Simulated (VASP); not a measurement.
Here is a VASP 6.6.1 calculation.

INCAR

```
PREC     = Accurate       # precision mode
ENCUT    = 500            # plane-wave cutoff, eV
EDIFF    = 1E-7           # SCF threshold, eV
ISMEAR   = -1             # smearing method
SIGMA    = 1.0            # smearing width, eV
LREAL    = F              # projectors in reciprocal space
LASPH    = T              # aspherical terms in the spheres
NELM     = 120            # most SCF steps
ALGO     = Normal         # electronic algorithm
ISIF     = 3              # what is computed and relaxed
LWAVE    = F              # write WAVECAR
LCHARG   = F              # write CHGCAR
GGA      = PE             # functional
IBRION   = 2              # ionic algorithm
NSW      = 80             # ionic steps
EDIFFG   = -0.005         # ionic threshold
GGA_COMPAT= F            
NELMIN   = 4
```

File KPOINTS:

```
Automatic mesh
0
Gamma
  17 17 17
```

The input POSCAR:

```
Rh
1.0
    0.0000000000      1.9029861000      1.9029861000
    1.9029861000      0.0000000000      1.9029861000
    1.9029861000      1.9029861000      0.0000000000
Rh
1
Direct
    0.0000000000      0.0000000000      0.0000000000
```

Potentials or basis: VASP PAW PBE potentials, release 64 (Rh_pv).

Command:

```console
$ cat potpaw_PBE.64/Rh_pv/POTCAR > POTCAR
$ mpirun -np 1 vasp_std > vasp.out
```

Problem. What does it give for the space group after relaxing (to 0.1 Å)?

Solution. Fm-3m (No. 225).

Problem. Predict the relaxed cell.

Solution. a = 2.828 Å, b = 2.828 Å, c = 2.828 Å, α = 60.00°, β = 60.00°, γ = 60.00°.

Problem. Estimate the band gap on the k mesh.

Solution. Zero (an odd number of electrons rules out a gap without spin polarisation).

Problem. Predict the relaxed volume.

Solution. 15.99 Å³/atom.

Final structure:
```xyz
1
Lattice="0.0000 1.9994 1.9994 1.9994 0.0000 1.9994 1.9994 1.9994 0.0000" Properties=species:S:1:pos:R:3 pbc="T T T"
Rh    0.0000    0.0000    0.0000
```

Caveat: the volume moved by over 15 % at a fixed basis, so the end points are rough; so wide a smearing shifts energies and pressures.
